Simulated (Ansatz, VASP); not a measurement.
# Sb in VASP and in Ansatz

```
CELL_PARAMETERS angstrom
-1.57654 1.57654 2.71194
1.57654 -1.57654 2.71194
1.57654 1.57654 -2.71194
ATOMIC_POSITIONS crystal
Sb 0.00000 0.00000 0.00000
```

Alike in both runs: task single point; functional LDA; k mesh 12 × 12 × 12; occupations gaussian, width 0.02 eV; no spin polarisation.

```csv
,VASP,Ansatz
version,VASP 6.6.1,Ansatz 0.2.0
potentials or method,"VASP PAW LDA potentials, release 64 (Sb), cutoff 520 eV","all-electron LAPW, scalar-relativistic"
```

VASP gave:

* gap on the k mesh at the Fermi level (eV): none
* pressure (GPa): -2.3
* traceless stress, the component that is largest in VASP (GPa): -0.14

Problem. Estimate Ansatz's values.

Solution. gap on the k mesh at the Fermi level (eV): none; pressure (GPa): -2.4; traceless stress, the component that is largest in VASP (GPa): -0.14.

LDA's correlation is that of Perdew and Zunger in VASP and of Perdew and Wang (1992) in Ansatz. A gap of «none» marks a metal or a gap that the smearing closes. Ansatz ran all-electron here, and VASP with PAW potentials.

Spin-orbit coupling is off throughout.
